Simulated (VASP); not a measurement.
Here is a VASP 6.6.1 calculation.

File POSCAR:

```
Hg
1.0
    5.4069239826      0.0000000000      0.0000000000
   -2.7034619913      4.6825335252      0.0000000000
    0.0000000000      0.0000000000      3.2005700422
Hg
3
Direct
    0.3333333333      0.6666666667      0.5000000000
    0.6666666667      0.3333333333      0.5000000000
    0.0000000000      0.0000000000      0.0000000000
```

Contents of INCAR.step1:

```
SYSTEM = Hg
PREC = Accurate ; ENCUT = 520
ISMEAR = 0 ; SIGMA = 0.1
LREAL = .FALSE. ; LASPH = .TRUE.
NELM = 60 ; NBANDS = 25
GGA = PE ; ALGO = Normal
EDIFF = 1E-4 ; LWAVE = .TRUE.
LCHARG = .FALSE.
```

INCAR.step2

```
SYSTEM = Hg
PREC = Accurate ; ENCUT = 520
EDIFF = 1E-7 ; ISMEAR = 0
SIGMA = 0.1 ; LREAL = .FALSE.
LASPH = .TRUE. ; NELM = 60
ALGO = Normal ; ISIF = 2
LWAVE = .FALSE. ; LCHARG = .FALSE.
METAGGA = R2SCAN ; LMIXTAU = .TRUE.
NBANDS = 25 ; ISTART = 1
```

KPOINTS

```
Automatic mesh
0
G
  9 9 14
  0 0 0
```

Potentials or basis: VASP PAW PBE potentials, release 64 (Hg).

Launch:

```sh
$ cat potpaw_PBE.64/Hg/POTCAR > POTCAR
$ cp INCAR.step1 INCAR
$ mpirun -np 1 vasp_std > vasp.out
$ cp INCAR.step2 INCAR
$ mpirun -np 1 vasp_std > vasp.out
```

Estimate the band gap on the k mesh.

zero (bands 18 and 19 overlap by 2.93 eV).

What does it give for the pressure?

0.2 GPa.

Caveat: the PAW data sets were made with another functional, which shifts forces and pressure a little; spin-orbit coupling is left out, which moves the levels of the heavy elements.
